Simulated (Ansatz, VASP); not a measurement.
# Two plane-wave programs on WC

File INCAR:

```
SYSTEM = WC
PREC     = Accurate       ! precision mode
ENCUT    = 520            ! plane-wave cutoff, eV
EDIFF    = 1E-6           ! SCF threshold, eV
ISMEAR   = 1              ! smearing method
SIGMA    = 0.1            ! smearing width, eV
LREAL    = .FALSE.        ! projectors in reciprocal space
LASPH    = .TRUE.         ! aspherical terms in the spheres
NELM     = 60             ! most SCF steps
ALGO     = Normal         ! electronic algorithm
ISIF     = 2              ! what is computed and relaxed
LWAVE    = .FALSE.        ! write WAVECAR
LCHARG   = .TRUE.         ! write CHGCAR
GGA      = CA             ! functional
LELF     = .TRUE.         ! ELF
LVHAR    = .TRUE.       
NBANDS   = 16             ! bands
```

Contents of KPOINTS:

```
regular mesh
0
G
  5 5 5
  0 0 0
```

Contents of POSCAR:

```
WC
1.0
    0.0000000000      2.1926840000      2.1926840000
    2.1926840000      0.0000000000      2.1926840000
    2.1926840000      2.1926840000      0.0000000000
W C
1 1
Direct
    0.0000000000      0.0000000000      0.0000000000
    0.5000000000      0.5000000000      0.5000000000
```

Input for Ansatz:

```yaml
crystal:
  lattice:
    - [0.0, 2.192684, 2.192684]
    - [2.192684, 0.0, 2.192684]
    - [2.192684, 2.192684, 0.0]
  atoms:
    - { symbol: W, position: [0.0, 0.0, 0.0] }
    - { symbol: C, position: [0.5, 0.5, 0.5] }
kpoints:
  mp_grid:
    grid: [5, 5, 5]
hamiltonian:
  xc: lda
scf:
  convergence:
    dr2_threshold: 1.0e-10
  occupations:
    method: methfessel_paxton
output:
  forces: true
  stress: true
```

Alike in both runs: task single point; functional LDA; k mesh 5 × 5 × 5; no spin polarisation.

```csv
,VASP,Ansatz
version,VASP 6.6.1,Ansatz 0.2.0
potentials or method,"VASP PAW LDA potentials, release 64 (W_sv, C)","plane waves, PAW"
plane-wave cutoff (eV),520,420
occupations,"methfessel-paxton of order 1, width 0.1 eV",methfessel-paxton of order 1
valence electrons in the cell,18,18
```

```csv
,VASP,Ansatz,Ansatz less VASP
pressure (GPa),-14.5,-16.5,-2.03
```

LDA's correlation is that of Perdew and Zunger in VASP and of Perdew and Wang (1992) in Ansatz.

The k mesh is coarse, so the values compare programs but aren't converged. Spin-orbit coupling is off throughout.
